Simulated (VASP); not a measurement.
# RbBr3 (I4/mmm) in VASP: notebook

Runs on RbBr3. Level: PBE. Tasks: single point.

All numbers are computed with VASP 6.6.1; they aren't measurements. Logs are shortened: lines on timing, memory, paths and dates and some standing lists are left out, and cuts for length are marked.

**1. The cell of the first run**

The structure is tetragonal, space group I4/mmm (No. 139). The conventional cell has a = 4.517 Å, b = 4.517 Å, c = 12.874 Å, α = 90.00°, β = 90.00°, γ = 90.00°. Within 4.2 Å of Rb (site symmetry 4/mmm) lie 12 Br at 3.19 to 3.93 Å. Within 4.2 Å of Br (site symmetry -4m2) lie 8 Br at 3.19 to 3.93 Å and 4 Rb at 3.93 Å. Br (site symmetry 4/mmm) has 4 Rb at 3.19 Å and 8 Br at 3.93 Å within 4.2 Å.

**2. Single point, PBE**

File INCAR:

```
PREC = Accurate
ENCUT = 500
EDIFF = 1E-6
ISMEAR = 0
SIGMA = 0.01
LREAL = F
LASPH = T
NELM = 120
ALGO = Normal
ISIF = 2
LWAVE = F
LCHARG = T
GGA = PE
LELF = T
LVHAR = T
NBANDS = 23
GGA_COMPAT = F
```

File KPOINTS:

```
regular mesh
0
Gamma
  7 7 7
```

File POSCAR:

```
RbBr3
1.0
   -2.2585671000      2.2585671000      6.4370042300
    2.2585671000     -2.2585671000      6.4370042300
    2.2585671000      2.2585671000     -6.4370042300
Rb Br
1 3
Direct
    0.0000000000      0.0000000000      0.0000000000
    0.7500000000      0.2500000000      0.5000000000
    0.2500000000      0.7500000000      0.5000000000
    0.5000000000      0.5000000000      0.0000000000
```

Potentials or basis: VASP PAW PBE potentials, release 64 (Rb_sv, Br).

Launch:

```sh
cat potpaw_PBE.64/Rb_sv/POTCAR potpaw_PBE.64/Br/POTCAR > POTCAR
mpirun -np 1 vasp_std > vasp.out
```

OUTCAR:

```text
PREC = Accurate
   ENCUT = 500
   EDIFF = 1E-6
   ISMEAR = 0
   LREAL = F
   LASPH = T
   NELM = 120
   ISIF = 2
   GGA = PE

 ion  position               nearest neighbor table
   1  0.000  0.000  0.000-   4 3.19   4 3.19   4 3.19   4 3.19   2 3.93   2 3.93   3 3.93   3 3.93
                             3 3.93   2 3.93   3 3.93   2 3.93
   2  0.750  0.250  0.500-   1 3.93   1 3.93   1 3.93   1 3.93
   3  0.250  0.750  0.500-   1 3.93   1 3.93   1 3.93   1 3.93
   4  0.500  0.500  0.000-   1 3.19   1 3.19   1 3.19   1 3.19

  LATTYP: Found a body centered tetragonal cell.
 ALAT       =     4.5171342000
 C/A-ratio  =     2.8500389605

  Lattice vectors:

 A1 = (  -2.2585671000,   2.2585671000,   6.4370042300)
 A2 = (   2.2585671000,  -2.2585671000,   6.4370042300)
 A3 = (   2.2585671000,   2.2585671000,  -6.4370042300)

Analysis of symmetry for initial positions (statically):
=====================================================================
 Subroutine PRICEL returns:
 Original cell was already a primitive cell.

 Routine SETGRP: Setting up the symmetry group for a
 body centered tetragonal supercell.

 Subroutine GETGRP returns: Found 16 space group operations
 (whereof 16 operations were pure point group operations)
 out of a pool of 16 trial point group operations.

The static configuration has the point symmetry D_4h.

Analysis of symmetry for dynamics (positions and initial velocities):
=====================================================================
 Subroutine PRICEL returns:
 Original cell was already a primitive cell.

 Routine SETGRP: Setting up the symmetry group for a
 body centered tetragonal supercell.

 Subroutine GETGRP returns: Found 16 space group operations
 (whereof 16 operations were pure point group operations)
 out of a pool of 16 trial point group operations.

The dynamic configuration has the point symmetry D_4h.

 Subroutine INISYM returns: Found 16 space group operations
 (whereof 16 operations are pure point group operations),
 and found     1 'primitive' translations

----------------------------------------------------------------------------------------

                                     Primitive cell

  volume of cell :     131.3439

  direct lattice vectors                    reciprocal lattice vectors
[... 88 lines left out ...]
   LASPH  =      T    aspherical Exc in radial PAW
   ENCUT  =  500.0 eV  36.75 Ry    6.06 a.u.  13.10 13.10 13.10*2*pi/ulx,y,z
   NELM   =    120;   NELMIN=  2; NELMDL= -5     # of ELM steps
   EDIFF  = 0.1E-05   stopping-criterion for ELM
   LREAL  =      F    real-space projection
   EDIFFG = 0.1E-04   stopping-criterion for IOM
   NSW    =      0    number of steps for IOM
   IBRION =     -1    ionic relax: 0-MD 1-quasi-New 2-CG
   NFREE  =      0    steps in history (QN), initial steepest desc. (CG)
   ISIF   =      2    stress and relaxation
   ISYM   =      2    0-nonsym 1-usesym 2-fastsym
   POTIM  = 0.5000    time-step for ionic-motion
   TEBEG  =    0.0;   TEEND  =   0.0 temperature during run
   PSTRESS=    0.0 pullay stress
   NELECT =      30.0000    total number of electrons
   NUPDOWN=      -1.0000    fix difference up-down
   EMIN   =  10.00;   EMAX   =-10.00  energy-range for DOS
   EFERMI =   0.00;   METHOD = LEGACY
   ISMEAR =     0;   SIGMA  =   0.01  broadening in eV -4-tet -1-fermi 0-gaus
   EFERMI_NEDOS =   21; number of points for ismear=-14 and -15
   IALGO  =     38    algorithm
   IMIX   =      4    mixing-type and parameters
     AMIX     =   0.40;   BMIX     =  1.00
     AMIX_MAG =   1.60;   BMIX_MAG =  1.00
  volume/ion in A,a.u.               =      32.84       221.59
  Fermi-wavevector in a.u.,A,eV,Ry     =   1.000719  1.891084 13.625388  1.001438
  Thomas-Fermi vector in A             =   2.133093
   LORBIT       =      0    0 simple, 1 ext, 2 COOP (PROOUT), +10 PAW based schemes
   GGA     = PE    functional components
   LHFCALC =     F    Hartree Fock is set to
   AEXX    =    0.0000 exact exchange contribution
   IVDW    =     0    specifies the selected vdW correction
   LEPSILON=     F    determine dielectric tensor
   LRPA    =     F    only Hartree local field effects (RPA)
 non-spin polarized calculation
 Gauss-broadening in eV      SIGMA  =   0.01
  energy-cutoff  :      500.00
  volume of cell :      131.34
 maximum number of plane-waves:      3352
 NGX is ok and might be reduce to    54
   NGX = 27   NGY = 27   NGZ = 27

 number of electron      29.9999999 magnetization

 Free energy of the ion-electron system (eV)
  ---------------------------------------------------
  ext. energy  EPLUGINS =         0.00000000
  ---------------------------------------------------
  free energy    TOTEN  =        -8.26432899 eV

  energy without entropy =       -8.26405957  energy(sigma->0) =       -8.26419428

 E-fermi :  -0.4115     XC(G=0):  -8.1950

 val. band max:       -0.4204745691   @ k =  -0.4286   0.4286   0.1429
 cond. band min:      -0.4056088907   @ k =   0.1429   0.1429   0.0000
 fundamental gap:      0.0148656784
 Fermi energy:        -0.4114678574

 k-point     1 :       0.0000    0.0000    0.0000
  band No.  band energies     occupation
      1     -24.7928      2.00000
      2     -14.8372      2.00000
      3     -13.4341      2.00000
      4     -12.9213      2.00000
      5      -9.0257      2.00000
      6      -8.9262      2.00000
[... 613 lines left out ...]
     22       9.1233      0.00000
     23       9.3770      0.00000

 [... further k-points ...]

------------------------ aborting loop because EDIFF is reached ----------------------------------------

  FORCE on cell =-STRESS in cart. coord.  units (eV):
  Direction    XX          YY          ZZ          XY          YZ          ZX
  --------------------------------------------------------------------------------------
  -------------------------------------------------------------------------------------
  Total        0.5248292      0.5248292      0.8084025      0.0000000      0.0000000      0.0000000
  in kB        6.4020457      6.4020457      9.8611696      0.0000000      0.0000000      0.0000000
  external PRESSURE =       7.5550870 kB  Pullay stress =       0.0000000 kB

 VOLUME and BASIS-vectors are now :
 -----------------------------------------------------------------------------
  energy-cutoff  :      500.00
  volume of cell :      131.34
      direct lattice vectors                 reciprocal lattice vectors
    -2.258567100  2.258567100  6.437004230     0.000000000  0.221379298  0.077675885
     2.258567100 -2.258567100  6.437004230     0.221379298  0.000000000  0.077675885
     2.258567100  2.258567100 -6.437004230     0.221379298  0.221379298  0.000000000

 POSITION                                       TOTAL-FORCE (eV/Angst)
 -----------------------------------------------------------------------------------
      0.00000      0.00000      0.00000         0.000000     -0.000000     -0.000000
      0.00000      2.25857      3.21850         0.000000     -0.000000     -0.000000
      2.25857      0.00000      3.21850        -0.000000      0.000000      0.000000
      0.00000      0.00000      6.43700         0.000000     -0.000000     -0.000000
 -----------------------------------------------------------------------------------
    total drift:                               -0.000000      0.000000      0.000000

  FREE ENERGIE OF THE ION-ELECTRON SYSTEM (eV)
  ---------------------------------------------------
  free  energy   TOTEN  =        -8.2643289872 eV

  energy  without entropy=       -8.2640595670  energy(sigma->0) =       -8.26419428
```

OSZICAR:

```text
N       E                     dE             d eps       ncg     rms          rms(c)
DAV:   1     0.178249755810E+03    0.17825E+03   -0.12531E+04  1840   0.109E+03
DAV:   2     0.409574004684E+01   -0.17415E+03   -0.16833E+03  2699   0.194E+02
DAV:   3    -0.868491569676E+01   -0.12781E+02   -0.12697E+02  2433   0.565E+01
DAV:   4    -0.903985120000E+01   -0.35494E+00   -0.35470E+00  2634   0.850E+00
[... 12 lines left out ...]
DAV:  17    -0.826438068013E+01    0.92147E-04   -0.14319E-04  2351   0.476E-02    0.396E-02
DAV:  18    -0.826436870499E+01    0.11975E-04   -0.22677E-05  2428   0.193E-02    0.364E-02
DAV:  19    -0.826434707220E+01    0.21633E-04   -0.15728E-05  2330   0.144E-02    0.253E-02
DAV:  20    -0.826432970420E+01    0.17368E-04   -0.22477E-05  2344   0.142E-02    0.130E-02
DAV:  21    -0.826432898715E+01    0.71705E-06   -0.93394E-07  1253   0.429E-03
   1 F= -.82643290E+01 E0= -.82641943E+01  d E =-.269420E-03
```

stdout:

```text
POSCAR found type information on POSCAR RbBr
 POSCAR found :  2 types and       4 ions
 scaLAPACK will be used
 LDA part: xc-table for (Slater+PW92), standard interpolation
 POSCAR, INCAR and KPOINTS ok, starting setup
 FFT: planning ... GRIDC
 FFT: planning ... GRID_SOFT
 FFT: planning ... GRID
 WAVECAR not read
 entering main loop
```

Run time: 11 min. Hardware: 1 thread of Intel Xeon 8259CL, shared host; peak memory 0.44 GiB.

Results:

```yaml
Free_energy: -8.2643 eV
Pressure: 0.8 GPa
Band_gap_on_the_k_mesh: zero (bands 15 and 16 overlap by 0.78 eV)
```

Stress tensor (GPa, compression positive):
```
0.64 0.00 0.00
0.00 0.64 0.00
0.00 0.00 0.99
```

**3. Single point, PBE**

File INCAR:

```
PREC     = Accurate       # precision mode
ENCUT    = 500            # plane-wave cutoff, eV
EDIFF    = 1E-6           # SCF threshold, eV
ISMEAR   = 0              # smearing method
SIGMA    = 0.05           # smearing width, eV
LREAL    = False          # projectors in reciprocal space
LASPH    = True           # aspherical terms in the spheres
NELM     = 120            # most SCF steps
ALGO     = Normal         # electronic algorithm
ISIF     = 2              # what is computed and relaxed
LWAVE    = False          # write WAVECAR
LCHARG   = False          # write CHGCAR
GGA      = PE             # functional
NBANDS   = 23             # bands
GGA_COMPAT= False
```

KPOINTS is that of step 2.

POSCAR is that of step 2.

Potentials or basis: VASP PAW PBE potentials, release 64 (Rb_sv, Br).

Launch:

```sh
cat potpaw_PBE.64/Rb_sv/POTCAR potpaw_PBE.64/Br/POTCAR > POTCAR
mpirun -np 1 vasp_std > vasp.out
```

OUTCAR:

```text
PREC = Accurate
   ENCUT = 500
   EDIFF = 1E-6
   ISMEAR = 0
   LREAL = False
   LASPH = True
   NELM = 120
   ISIF = 2
   GGA = PE

 ion  position               nearest neighbor table
   1  0.000  0.000  0.000-   4 3.19   4 3.19   4 3.19   4 3.19   2 3.93   2 3.93   3 3.93   3 3.93
                             3 3.93   2 3.93   3 3.93   2 3.93
   2  0.750  0.250  0.500-   1 3.93   1 3.93   1 3.93   1 3.93
   3  0.250  0.750  0.500-   1 3.93   1 3.93   1 3.93   1 3.93
   4  0.500  0.500  0.000-   1 3.19   1 3.19   1 3.19   1 3.19

  LATTYP: Found a body centered tetragonal cell.
 ALAT       =     4.5171342000
 C/A-ratio  =     2.8500389605

  Lattice vectors:

 A1 = (  -2.2585671000,   2.2585671000,   6.4370042300)
 A2 = (   2.2585671000,  -2.2585671000,   6.4370042300)
 A3 = (   2.2585671000,   2.2585671000,  -6.4370042300)

Analysis of symmetry for initial positions (statically):
=====================================================================
 Subroutine PRICEL returns:
 Original cell was already a primitive cell.

 Routine SETGRP: Setting up the symmetry group for a
 body centered tetragonal supercell.
[... 171 lines left out ...]

 E-fermi :  -0.3934     XC(G=0):  -8.1952

 val. band max:       -0.4143473997   @ k =   0.4286  -0.0000   0.0000
 cond. band min:      -0.3912618788   @ k =   0.1429   0.1429   0.0000
 fundamental gap:      0.0230855210
 Fermi energy:        -0.3933713812

 k-point     1 :       0.0000    0.0000    0.0000
  band No.  band energies     occupation
      1     -24.7913      2.00000
      2     -14.8474      2.00000
      3     -13.4447      2.00000
      4     -12.9043      2.00000
      5      -9.0246      2.00000
      6      -8.9242      2.00000
[... 613 lines left out ...]
     22       9.1266      0.00000
     23       9.3776      0.00000

 [... further k-points ...]

------------------------ aborting loop because EDIFF is reached ----------------------------------------

  FORCE on cell =-STRESS in cart. coord.  units (eV):
  Direction    XX          YY          ZZ          XY          YZ          ZX
  --------------------------------------------------------------------------------------
  -------------------------------------------------------------------------------------
  Total        0.4650530      0.4650530      0.8413436      0.0000000     -0.0000000      0.0000000
  in kB        5.6728750      5.6728750     10.2629968      0.0000000     -0.0000000      0.0000000
  external PRESSURE =       7.2029156 kB  Pullay stress =       0.0000000 kB

 VOLUME and BASIS-vectors are now :
 -----------------------------------------------------------------------------
  energy-cutoff  :      500.00
  volume of cell :      131.34
      direct lattice vectors                 reciprocal lattice vectors
    -2.258567100  2.258567100  6.437004230     0.000000000  0.221379298  0.077675885
     2.258567100 -2.258567100  6.437004230     0.221379298  0.000000000  0.077675885
     2.258567100  2.258567100 -6.437004230     0.221379298  0.221379298  0.000000000

 POSITION                                       TOTAL-FORCE (eV/Angst)
 -----------------------------------------------------------------------------------
      0.00000      0.00000      0.00000         0.000000     -0.000000      0.000000
      0.00000      2.25857      3.21850        -0.000000      0.000000     -0.000000
      2.25857      0.00000      3.21850         0.000000     -0.000000     -0.000000
      0.00000      0.00000      6.43700         0.000000     -0.000000      0.000000
 -----------------------------------------------------------------------------------
    total drift:                               -0.000000      0.000000      0.000000

  FREE ENERGIE OF THE ION-ELECTRON SYSTEM (eV)
  ---------------------------------------------------
  free  energy   TOTEN  =        -8.2685953487 eV

  energy  without entropy=       -8.2603073702  energy(sigma->0) =       -8.26445136
```

OSZICAR:

```text
N       E                     dE             d eps       ncg     rms          rms(c)
DAV:   1     0.178247337290E+03    0.17825E+03   -0.12531E+04  1840   0.109E+03
DAV:   2     0.409298427949E+01   -0.17415E+03   -0.16837E+03  2699   0.194E+02
DAV:   3    -0.868669701066E+01   -0.12780E+02   -0.12692E+02  2433   0.565E+01
DAV:   4    -0.904166870471E+01   -0.35497E+00   -0.35474E+00  2634   0.851E+00
[... 13 lines left out ...]
DAV:  18    -0.826866730971E+01    0.44919E-04   -0.36703E-05  2316   0.271E-02    0.647E-02
DAV:  19    -0.826861806685E+01    0.49243E-04   -0.12378E-04  2340   0.317E-02    0.346E-02
DAV:  20    -0.826860477174E+01    0.13295E-04   -0.12666E-05  2309   0.147E-02    0.204E-02
DAV:  21    -0.826859557662E+01    0.91951E-05   -0.22380E-05  2316   0.191E-02    0.552E-03
DAV:  22    -0.826859534872E+01    0.22790E-06   -0.38947E-06  2344   0.719E-03
   1 F= -.82685953E+01 E0= -.82644514E+01  d E =-.828798E-02
```

stdout:

```text
POSCAR found type information on POSCAR RbBr
 POSCAR found :  2 types and       4 ions
 scaLAPACK will be used
 LDA part: xc-table for (Slater+PW92), standard interpolation
 POSCAR, INCAR and KPOINTS ok, starting setup
 FFT: planning ... GRIDC
 FFT: planning ... GRID_SOFT
 FFT: planning ... GRID
 WAVECAR not read
 entering main loop
```

Run time: 11 min. Hardware: 1 thread of Intel Xeon 8259CL, shared host; peak memory 0.44 GiB.

What came out:

```
Free energy            : -8.2686 eV
Pressure               : 0.7 GPa
Band gap on the k mesh : zero (bands 15 and 16 overlap by 0.76 eV)
```

[end of part 1 of 2]

The gap in the log of VASP goes by the Fermi energy; the results here count the filled bands.